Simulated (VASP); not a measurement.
A run of VASP 6.6.1 is set up as follows.

File POSCAR:

```
Mo
1.0
    2.4619593575      0.0000000000      0.0000000000
   -1.2309796787      2.6059236459      0.0000000000
    0.0000000000      0.0000000000      2.5551807000
Mo
1
Direct
    0.0000000000      0.0000000000      0.5000000000
```

Contents of INCAR.step1:

```
  PREC = Accurate
  ENCUT = 520
  ISMEAR = 0
  SIGMA = 0.15
  LREAL = F
  LASPH = T
  NELM = 80
  NBANDS = 13
  GGA = PE
  ALGO = Normal
  EDIFF = 1E-4
  LWAVE = T
  LCHARG = F
```

Contents of INCAR.step2:

```
  PREC = Accurate
  ENCUT = 520
  EDIFF = 1E-6
  ISMEAR = 0
  SIGMA = 0.15
  LREAL = F
  LASPH = T
  NELM = 80
  ALGO = Normal
  ISIF = 2
  LWAVE = F
  LCHARG = F
  METAGGA = R2SCAN
  LMIXTAU = T
  NBANDS = 13
  ISTART = 1
```

The input KPOINTS:

```
regular mesh
0
Gamma
  18 18 18
```

Potentials or basis: VASP PAW PBE potentials, release 64 (Mo_sv).

Launch:

```sh
$ cat potpaw_PBE.64/Mo_sv/POTCAR > POTCAR
$ cp INCAR.step1 INCAR
$ mpirun -np 1 vasp_std > vasp.out
$ cp INCAR.step2 INCAR
$ mpirun -np 1 vasp_std > vasp.out
```

What does it give for the pressure?

8.9 GPa.

Estimate the band gap on the k mesh.

zero (band 7 reaches 13.54 eV, above the bottom of band 8 at 11.08 eV).

Stress tensor (GPa, compression positive):
```
29.85  0.00  0.00
 0.00 -3.30  0.00
 0.00  0.00  0.17
```

Caveat: the cell differs from its parent crystal (strain -0.1000 x Voigt [1, -1, 0, 0, 0, 0]); the PAW data sets were made with another functional, which shifts forces and pressure a little.
